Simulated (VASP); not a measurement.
# GaN (I4/mmm) in VASP: notebook

Runs on GaN. Level: PBE. Tasks: single point.

Program: VASP 6.6.1. These are calculated values, not measurements. Logs are shortened: lines on timing, memory, paths and dates and some standing lists are left out, and cuts for length are marked.

## (1) The cell of the first run

Symmetry: I4/mmm, No. 139, tetragonal system. The conventional cell has a = 3.020 Å, b = 3.020 Å, c = 4.335 Å, α = 90.00°, β = 90.00°, γ = 90.00°. Within 2.8 Å of Ga (site symmetry 4/mmm) lie 6 N at 2.14 to 2.17 Å. Within 2.8 Å of N (site symmetry 4/mmm) lie 6 Ga at 2.14 to 2.17 Å.

## (2) Single point, PBE (strain +0.000 along x and y, +0.015 along z)

Input file INCAR:

```
  ALGO = Normal
  EDIFF = 1E-6
  ENCUT = 520
  GGA = PE
  ISIF = 2
  ISMEAR = 0
  LASPH = True
  LCHARG = False
  LREAL = False
  LWAVE = False
  NBANDS = 16
  NELM = 80
  PREC = Accurate
  SIGMA = 0.05
```

Input file KPOINTS:

```
k-points
0
Gamma
  14 14 14
```

Input file POSCAR:

```
GaN
1.0
    0.0000000000      2.1352350000      2.1672635250
    2.1352350000      0.0000000000      2.1672635250
    2.1352350000      2.1352350000      0.0000000000
Ga N
1 1
Direct
    0.0000000000      0.0000000000      0.0000000000
    0.5000000000      0.5000000000      0.5000000000
```

Potentials or basis: VASP PAW PBE potentials, release 64 (Ga_d, N).

Started as:

```
$ cat potpaw_PBE.64/Ga_d/POTCAR potpaw_PBE.64/N/POTCAR > POTCAR
$ mpirun -np 1 vasp_std > vasp.out
```

OUTCAR:

```text
EDIFF = 1E-6
   ENCUT = 520
   GGA = PE
   ISIF = 2
   ISMEAR = 0
   LASPH = True
   LREAL = False
   NELM = 80
   PREC = Accurate

 ion  position               nearest neighbor table
   1  0.000  0.000  0.000-   2 2.14   2 2.14   2 2.14   2 2.14   2 2.17   2 2.17
   2  0.500  0.500  0.500-   1 2.14   1 2.14   1 2.14   1 2.14   1 2.17   1 2.17

  LATTYP: Found a body centered tetragonal cell.
 ALAT       =     3.0196782959
 C/A-ratio  =     1.4354267658

  Lattice vectors:

 A1 = (  -2.1352350000,   0.0000000000,   2.1672635250)
 A2 = (   2.1352350000,   0.0000000000,   2.1672635250)
 A3 = (   0.0000000000,   2.1352350000,  -2.1672635250)

Analysis of symmetry for initial positions (statically):
=====================================================================
 Subroutine PRICEL returns:
 Original cell was already a primitive cell.

 Routine SETGRP: Setting up the symmetry group for a
 body centered tetragonal supercell.

 Subroutine GETGRP returns: Found 16 space group operations
 (whereof 16 operations were pure point group operations)
 out of a pool of 16 trial point group operations.

The static configuration has the point symmetry D_4h.

Analysis of symmetry for dynamics (positions and initial velocities):
=====================================================================
 Subroutine PRICEL returns:
 Original cell was already a primitive cell.

 Routine SETGRP: Setting up the symmetry group for a
 body centered tetragonal supercell.

 Subroutine GETGRP returns: Found 16 space group operations
 (whereof 16 operations were pure point group operations)
 out of a pool of 16 trial point group operations.

The dynamic configuration has the point symmetry D_4h.

 Subroutine INISYM returns: Found 16 space group operations
 (whereof 16 operations are pure point group operations),
 and found     1 'primitive' translations

----------------------------------------------------------------------------------------

                                     Primitive cell

  volume of cell :      19.7621

  direct lattice vectors                    reciprocal lattice vectors
     0.000000000  2.135235000  2.167263525    -0.234166263  0.234166263  0.230705678
     2.135235000  0.000000000  2.167263525     0.234166263 -0.234166263  0.230705678
     2.135235000  2.135235000  0.000000000     0.234166263  0.234166263 -0.230705678

  length of vectors
     3.042410178  3.042410178  3.019678296     0.403599786  0.403599786  0.403599786

  position of ions in fractional coordinates (direct lattice)
     0.000000000  0.000000000  0.000000000
     0.500000000  0.500000000  0.500000000

  ion indices of the primitive-cell ions
   primitive index   ion index
                 1           1
                 2           2

----------------------------------------------------------------------------------------

 KPOINTS: k-points

Automatic generation of k-mesh.
 Grid dimensions read from file:
 generate k-points for:   14   14   14

 Generating k-lattice:

  Cartesian coordinates                     Fractional coordinates (reciprocal lattice)
    -0.016726162  0.016726162  0.016478977     0.071428571  0.000000000  0.000000000
     0.016726162 -0.016726162  0.016478977     0.000000000  0.071428571  0.000000000
     0.016726162  0.016726162 -0.016478977     0.000000000  0.000000000  0.071428571

  Length of vectors
     0.028828556  0.028828556  0.028828556

  Shift w.r.t. Gamma in fractional coordinates (k-lattice)
     0.000000000  0.000000000  0.000000000

 Subroutine IBZKPT returns following result:
 ===========================================

 Found    244 irreducible k-points:

 Following reciprocal coordinates:
            Coordinates               Weight
  0.000000  0.000000  0.000000      1.000000
  0.071429  0.000000  0.000000      8.000000
  0.142857  0.000000  0.000000      8.000000
  0.214286 -0.000000  0.000000      8.000000
  0.285714  0.000000  0.000000      8.000000
  0.357143  0.000000  0.000000      8.000000
[... 16 lines left out ...]
  0.214286  0.142857  0.000000      8.000000
  0.285714  0.142857  0.000000      8.000000
 [... further k-points ...]
   k-points           NKPTS =    244   k-points in BZ     NKDIM =    244   number of bands    NBANDS=     16
   number of dos      NEDOS =    301   number of ions     NIONS =      2
   total plane-waves  NPLWV =  13824
   dimension x,y,z NGX =    24 NGY =   24 NGZ =   24
   dimension x,y,z NGXF=    48 NGYF=   48 NGZF=   48
   ions per type =               1   1
   NGX,Y,Z   is equivalent  to a cutoff of  13.11, 13.11, 13.21 a.u.
   NGXF,Y,Z  is equivalent  to a cutoff of  26.23, 26.23, 26.43 a.u.
 SYSTEM =  unknown system
   PREC   = accura    normal or accurate (medium, high low for compatibility)
   ISTART =      0    job   : 0-new  1-cont  2-samecut
   ICHARG =      2    charge: 1-file 2-atom 10-const
   ISPIN  =      1    spin polarized calculation?
   LNONCOLLINEAR =      F non collinear calculations
   LSORBIT =      F    spin-orbit coupling
   LASPH  =      T    aspherical Exc in radial PAW
   ENCUT  =  520.0 eV  38.22 Ry    6.18 a.u.   5.66  5.66  5.61*2*pi/ulx,y,z
   NELM   =     80;   NELMIN=  2; NELMDL= -5     # of ELM steps
   EDIFF  = 0.1E-05   stopping-criterion for ELM
   LREAL  =      F    real-space projection
   EDIFFG = 0.1E-04   stopping-criterion for IOM
   NSW    =      0    number of steps for IOM
   IBRION =     -1    ionic relax: 0-MD 1-quasi-New 2-CG
   NFREE  =      0    steps in history (QN), initial steepest desc. (CG)
   ISIF   =      2    stress and relaxation
   ISYM   =      2    0-nonsym 1-usesym 2-fastsym
   POTIM  = 0.5000    time-step for ionic-motion
   TEBEG  =    0.0;   TEEND  =   0.0 temperature during run
   PSTRESS=    0.0 pullay stress
   NELECT =      18.0000    total number of electrons
   NUPDOWN=      -1.0000    fix difference up-down
   EMIN   =  10.00;   EMAX   =-10.00  energy-range for DOS
   EFERMI =   0.00;   METHOD = LEGACY
   ISMEAR =     0;   SIGMA  =   0.05  broadening in eV -4-tet -1-fermi 0-gaus
   EFERMI_NEDOS =   21; number of points for ismear=-14 and -15
   IALGO  =     38    algorithm
   IMIX   =      4    mixing-type and parameters
     AMIX     =   0.40;   BMIX     =  1.00
     AMIX_MAG =   1.60;   BMIX_MAG =  1.00
  volume/ion in A,a.u.               =       9.88        66.68
  Fermi-wavevector in a.u.,A,eV,Ry     =   1.586919  2.998841 34.263695  2.518311
  Thomas-Fermi vector in A             =   2.686156
   LORBIT       =      0    0 simple, 1 ext, 2 COOP (PROOUT), +10 PAW based schemes
   GGA     = PE    functional components
   LHFCALC =     F    Hartree Fock is set to
   AEXX    =    0.0000 exact exchange contribution
   IVDW    =     0    specifies the selected vdW correction
   LEPSILON=     F    determine dielectric tensor
   LRPA    =     F    only Hartree local field effects (RPA)
 non-spin polarized calculation
 Gauss-broadening in eV      SIGMA  =   0.05
  energy-cutoff  :      520.00
  volume of cell :       19.76
 maximum number of plane-waves:       544
   NGX = 11   NGY = 11   NGZ = 11

 number of electron      17.9999999 magnetization

 Free energy of the ion-electron system (eV)
  ---------------------------------------------------
  ext. energy  EPLUGINS =         0.00000000
  ---------------------------------------------------
  free energy    TOTEN  =       -11.20368526 eV

  energy without entropy =      -11.20368506  energy(sigma->0) =      -11.20368516

 E-fermi :   7.4857     XC(G=0): -12.8206

 val. band max:        7.3556890555   @ k =  -0.2143   0.1429   0.0000
 cond. band min:       7.6019170869   @ k =   0.5000   0.0000   0.5000
 fundamental gap:      0.2462280314
 Fermi energy:         7.4857362506

 k-point     1 :       0.0000    0.0000    0.0000
  band No.  band energies     occupation
      1      -9.5200      2.00000
      2      -6.6767      2.00000
      3      -6.6709      2.00000
      4      -6.6709      2.00000
      5      -6.5985      2.00000
      6      -6.5791      2.00000
[... 8 lines left out ...]
     15      22.7107      0.00000
     16      22.7107      0.00000

 k-point     2 :       0.0714    0.0000    0.0000
  band No.  band energies     occupation
      1      -9.4250      2.00000
      2      -6.6768      2.00000
      3      -6.6688      2.00000
      4      -6.6656      2.00000
      5      -6.6041      2.00000
      6      -6.5861      2.00000
[... 8 lines left out ...]
     15      22.7975      0.00000
     16      22.8005      0.00000

 k-point     3 :       0.1429    0.0000    0.0000
  band No.  band energies     occupation
      1      -9.1450      2.00000
      2      -6.6848      2.00000
      3      -6.6684      2.00000
      4      -6.6607      2.00000
      5      -6.6061      2.00000
      6      -6.5956      2.00000
[... 8 lines left out ...]
     15      23.2458      0.00000
     16      23.3080      0.00000

 k-point     4 :       0.2143   -0.0000    0.0000
  band No.  band energies     occupation
      1      -8.6971      2.00000
      2      -6.6987      2.00000
      3      -6.6935      2.00000
      4      -6.6841      2.00000
      5      -6.5799      2.00000
      6      -6.5783      2.00000
[... 8 lines left out ...]
     15      24.1954      0.00000
     16      24.2179      0.00000
[... 324 lines left out ...]
 k-point    22 :       0.1429    0.1429    0.0000
  band No.  band energies     occupation
      1      -9.0643      2.00000
      2      -6.7051      2.00000
      3      -6.6408      2.00000
      4      -6.6328      2.00000
      5      -6.6328      2.00000
      6      -6.5618      2.00000
[... 8 lines left out ...]
     15      26.0705      0.00000
     16      26.0706      0.00000

 k-point    23 :       0.2143    0.1429    0.0000
  band No.  band energies     occupation
      1      -8.7817      2.00000
      2      -6.7169      2.00000
      3      -6.6542      2.00000
      4      -6.6230      2.00000
      5      -6.5860      2.00000
      6      -6.5500      2.00000
[... 8 lines left out ...]
     15      26.4047      0.00000
     16      26.8651      0.00000

 k-point    24 :       0.2857    0.1429    0.0000
  band No.  band energies     occupation
      1      -8.3843      2.00000
      2      -6.7269      2.00000
      3      -6.6630      2.00000
      4      -6.6402      2.00000
      5      -6.5235      2.00000
      6      -6.4924      2.00000
[... 8 lines left out ...]
     15      26.4369      0.00000
     16      27.5780      0.00000

 [... further k-points ...]
[... 5 lines left out ...]
  --------------------------------------------------------------------------------------
  -------------------------------------------------------------------------------------
  Total       -0.2252491     -0.2252491     -0.4854394      0.0000000      0.0000000      0.0000000
  in kB      -18.2616707    -18.2616707    -39.3561458      0.0000000      0.0000000      0.0000000
  external PRESSURE =     -25.2931624 kB  Pullay stress =       0.0000000 kB

 VOLUME and BASIS-vectors are now :
 -----------------------------------------------------------------------------
  energy-cutoff  :      520.00
  volume of cell :       19.76
      direct lattice vectors                 reciprocal lattice vectors
     0.000000000  2.135235000  2.167263525    -0.234166263  0.234166263  0.230705678
     2.135235000  0.000000000  2.167263525     0.234166263 -0.234166263  0.230705678
     2.135235000  2.135235000  0.000000000     0.234166263  0.234166263 -0.230705678

 POSITION                                       TOTAL-FORCE (eV/Angst)
 -----------------------------------------------------------------------------------
      0.00000      0.00000      0.00000        -0.000000      0.000000     -0.000000
      2.13524      2.13524      2.16726         0.000000     -0.000000      0.000000
 -----------------------------------------------------------------------------------
    total drift:                                0.000000     -0.000000     -0.000000

  FREE ENERGIE OF THE ION-ELECTRON SYSTEM (eV)
  ---------------------------------------------------
  free  energy   TOTEN  =       -11.2036852620 eV

  energy  without entropy=      -11.2036850650  energy(sigma->0) =      -11.20368516
```

It took 43 s on 1 thread of Intel Xeon Platinum 8488C (Sapphire Rapids), shared host; peak memory 0.19 GiB.

What came out:

- Free energy: -11.2037 eV
- Pressure: -2.5 GPa
- Band gap on the k mesh: 0.25 eV, indirect (least direct gap 2.10 eV)

Stress tensor (GPa, compression positive):
```
-1.83  0.00  0.00
 0.00 -1.83  0.00
 0.00  0.00 -3.94
```

Caveat: the cell differs from its parent crystal (strain +0.000 along x and y, +0.015 along z). A k mesh can miss the band edges.

## (3) Single point, PBE (strain +0.015 along x and y, -0.015 along z)

Input file INCAR:

```
  PREC = Accurate
  ENCUT = 520
  EDIFF = 1E-6
  ISMEAR = 0
  SIGMA = 0.05
  LREAL = F
  LASPH = T
  NELM = 60
  ALGO = Normal
  ISIF = 2
  LWAVE = F
  LCHARG = F
  GGA = PE
  NBANDS = 16
```

Input file KPOINTS:

```
regular mesh
0
Gamma
  14 14 14
```

Input file POSCAR:

```
GaN
1.0
    0.0000000000      2.1672635250      2.1032064750
    2.1672635250      0.0000000000      2.1032064750
    2.1672635250      2.1672635250      0.0000000000
Ga N
1 1
Direct
    0.0000000000      0.0000000000      0.0000000000
    0.5000000000      0.5000000000      0.5000000000
```

Potentials or basis: VASP PAW PBE potentials, release 64 (Ga_d, N).

Started as:

```
$ cat potpaw_PBE.64/Ga_d/POTCAR potpaw_PBE.64/N/POTCAR > POTCAR
$ mpirun -np 1 vasp_std > vasp.out
```

Run time: 38 s. Hardware: 1 thread of Intel Xeon Platinum 8488C (Sapphire Rapids), shared host; peak memory 0.19 GiB.

It converged, with:

* Free energy: -11.1996 eV
* Pressure: -2.3 GPa
* Band gap on the k mesh: 0.13 eV, indirect (least direct gap 2.11 eV)

Stress tensor (GPa, compression positive):
```
-3.75  0.00  0.00
 0.00 -3.75  0.00
 0.00  0.00  0.69
```

Levels at points of the mesh, in eV from the valence-band top:
```tsv
k point	band 5	band 6	band 7	band 8	band 9	band 10	band 11	band 12	band 13	band 14
(0.00, 0.00, 0.00)	-13.96	-13.91	-0.67	-0.39	-0.39	1.72	14.38	14.38	14.62	14.77
(0.50, 0.00, 0.00)	-13.83	-13.81	-8.03	-0.25	-0.12	4.47	8.54	8.81	9.15	15.91
(0.50, 0.50, 0.00)	-13.76	-10.91	-6.75	-3.00	-3.00	0.13	7.55	11.71	13.71	13.71
(0.50, 0.00, 0.50)	-13.76	-11.19	-6.81	-3.04	-2.62	0.40	7.89	11.33	13.57	14.46
```

Caveat: the cell differs from its parent crystal (strain +0.015 along x and y, -0.015 along z). A k mesh can miss the band edges.

## (4) Single point, PBE (strain +0.000 along x and y, +0.030 along z)

Input file INCAR:

```
SYSTEM = GaN
ALGO     = Normal         ! electronic algorithm
EDIFF    = 1E-6           ! SCF threshold, eV
ENCUT    = 520            ! plane-wave cutoff, eV
GGA      = PE             ! functional
ISIF     = 2              ! what is computed and relaxed
ISMEAR   = 0              ! smearing method
LASPH    = .TRUE.         ! aspherical terms in the spheres
LCHARG   = .TRUE.         ! write CHGCAR
LELF     = .TRUE.         ! ELF
LREAL    = .FALSE.        ! projectors in reciprocal space
LVHAR    = .TRUE.       
LWAVE    = .FALSE.        ! write WAVECAR
NBANDS   = 16             ! bands
NELM     = 100            ! most SCF steps
PREC     = Accurate       ! precision mode
SIGMA    = 0.05           ! smearing width, eV
```

Input file KPOINTS:

```
k-points
0
G
  14 14 14
  0 0 0
```

Input file POSCAR:

```
GaN
1.0
    0.0000000000      2.1352350000      2.1992920500
    2.1352350000      0.0000000000      2.1992920500
    2.1352350000      2.1352350000      0.0000000000
Ga N
1 1
Direct
    0.0000000000      0.0000000000      0.0000000000
    0.5000000000      0.5000000000      0.5000000000
```

Started as:

```
$ cat potpaw_PBE.64/Ga_d/POTCAR potpaw_PBE.64/N/POTCAR > POTCAR
$ mpirun -np 1 vasp_std > vasp.out
```

It took 47 s on 1 thread of Intel Xeon Platinum 8488C (Sapphire Rapids), shared host; peak memory 0.2 GiB.

Results (log left out):

```yaml
Free_energy: -11.1933 eV
Pressure: -5.1 GPa
Band_gap_on_the_k_mesh: 0.11 eV, indirect (least direct gap 1.85 eV)
```

Stress tensor (GPa, compression positive):
```
-3.88  0.00  0.00
 0.00 -3.88  0.00
 0.00  0.00 -7.56
```

Levels at points of the mesh, in eV from the valence-band top:
| k point | band 6 | band 7 | band 8 | band 9 | band 10 | band 11 | band 12 | band 13 |
| --- | --- | --- | --- | --- | --- | --- | --- | --- |
| (0.00, 0.00, 0.00) | -13.95 | -0.57 | -0.57 | -0.32 | 1.54 | 14.19 | 14.19 | 14.43 |
| (0.50, 0.00, 0.00) | -13.85 | -7.97 | -0.27 | -0.14 | 4.39 | 8.49 | 8.60 | 9.00 |
| (0.50, 0.50, 0.00) | -11.34 | -6.73 | -2.75 | -2.75 | 0.38 | 7.96 | 11.04 | 13.91 |
| (0.50, 0.00, 0.50) | -11.05 | -6.68 | -3.11 | -2.70 | 0.11 | 7.63 | 11.42 | 13.18 |

Caveat: the cell differs from its parent crystal (strain +0.000 along x and y, +0.030 along z).

## (5) Single point, PBE (strain +0.030 along x and y, +0.000 along z)

Input file INCAR:

```
PREC = Accurate
ENCUT = 520
EDIFF = 1E-6
ISMEAR = 0
SIGMA = 0.05
LREAL = False
LASPH = True
NELM = 60
ALGO = Normal
ISIF = 2
LWAVE = False
LCHARG = True
GGA = PE
LELF = True
LVHAR = True
NBANDS = 16
```

Input file KPOINTS:

```
Automatic mesh
0
Gamma
  14 14 14
```

Input file POSCAR:

```
GaN
1.0
    0.0000000000      2.1992920500      2.1352350000
    2.1992920500      0.0000000000      2.1352350000
    2.1992920500      2.1992920500      0.0000000000
Ga N
1 1
Direct
    0.0000000000      0.0000000000      0.0000000000
    0.5000000000      0.5000000000      0.5000000000
```

Started as:

```
$ cat potpaw_PBE.64/Ga_d/POTCAR potpaw_PBE.64/N/POTCAR > POTCAR
$ mpirun -np 1 vasp_std > vasp.out
```

It took 40 s on 1 thread of Intel Xeon Platinum 8488C (Sapphire Rapids), shared host; peak memory 0.19 GiB.

The run converged. Its results:

```yaml
Free_energy: -11.1647 eV
Pressure: -10.1 GPa
Band_gap_on_the_k_mesh: zero (band 9 reaches 6.83 eV, above the bottom of band 10 at 6.71 eV)
```

Stress tensor (GPa, compression positive):
```
-11.06   0.00   0.00
  0.00 -11.06   0.00
  0.00   0.00  -8.04
```

Levels at points of the mesh, in eV from the Fermi level:
```tsv
k point	band 6	band 7	band 8	band 9	band 10	band 11	band 12	band 13
(0.00, 0.00, 0.00)	-14.00	-0.67	-0.40	-0.40	1.19	14.08	14.08	14.14
(0.50, 0.00, 0.00)	-13.75	-7.85	-0.30	-0.18	4.23	8.21	8.26	8.83
(0.50, 0.50, 0.00)	-11.06	-6.48	-2.89	-2.89	-0.17	7.46	11.23	13.11
(0.50, 0.00, 0.50)	-11.33	-6.53	-2.94	-2.53	0.08	7.79	10.85	12.99
```

Caveat: the cell differs from its parent crystal (strain +0.030 along x and y, +0.000 along z).

## (6) Summary

```csv
cell,gap on the mesh (eV),pressure (GPa)
"a = 3.042, b = 3.042, c = 3.020 Å, angles 60.2, 60.2, 59.5°, 2 atoms",0.25,-2.5
"a = 3.020, b = 3.020, c = 3.065 Å, angles 59.5, 59.5, 61.0°, 2 atoms",0.13,-2.3
"a = 3.065, b = 3.065, c = 3.020 Å, angles 60.5, 60.5, 59.0°, 2 atoms",0.11,-5.1
"a = 3.065, b = 3.065, c = 3.110 Å, angles 59.5, 59.5, 61.0°, 2 atoms",none,-10.1
```

Alike in all rows: task single point; level PBE; potentials or basis VASP PAW PBE potentials, release 64 (Ga_d, N); no spin polarisation; k mesh 14 × 14 × 14; cutoff (eV) 520; smearing gaussian 0.05 eV.

Total energies depend on the potentials used, so only differences within one code and one set of settings carry meaning.
